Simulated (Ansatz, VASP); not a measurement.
## Two plane-wave programs on Sr2NbN2O2

```xyz
7
Lattice="-2.0315 2.0315 6.5035 2.0315 -2.0315 6.5035 2.0315 2.0315 -6.5035" Properties=species:S:1:pos:R:3 pbc="T T T"
Nb    0.0000    0.0000    0.0000
Sr    0.0000    0.0000    8.4328
Sr    0.0000    0.0000    4.5743
O     0.0000    0.0000   10.8951
O     0.0000    0.0000    2.1119
N     2.0315    0.0000    0.0000
N     0.0000    2.0315    0.0000
```

Alike in both runs: task single point; functional PBE; k mesh 9 × 9 × 9; occupations fermi-dirac, width 0.05 eV; no spin polarisation.

|  | VASP | Ansatz |
| --- | --- | --- |
| version | VASP 6.6.1 | Ansatz 0.2.0 |
| potentials or method | VASP PAW PBE potentials, release 64 (Nb_sv, Sr_sv, O, N) | Ansatz PAW |
| plane-wave cutoff (eV) | 520 | 420 |
| valence electrons in the cell | 55 | 55 |

|  | VASP | Ansatz | Ansatz less VASP |
| --- | --- | --- | --- |
| gap on the k mesh at the Fermi level (eV) | none | none | - |
| pressure (GPa) | -1.5 | -1.7 | -0.15 |
| traceless stress, the component that is largest in VASP (GPa) | -0.31 | -0.52 | -0.211 |
| rms of the force components (eV/Å) | 0.100 | 0.090 | -0.0100 |

Atom by atom the forces differ by 0.011 eV/Å (rms over components). A gap of «none» marks a metal or a gap that the smearing closes.
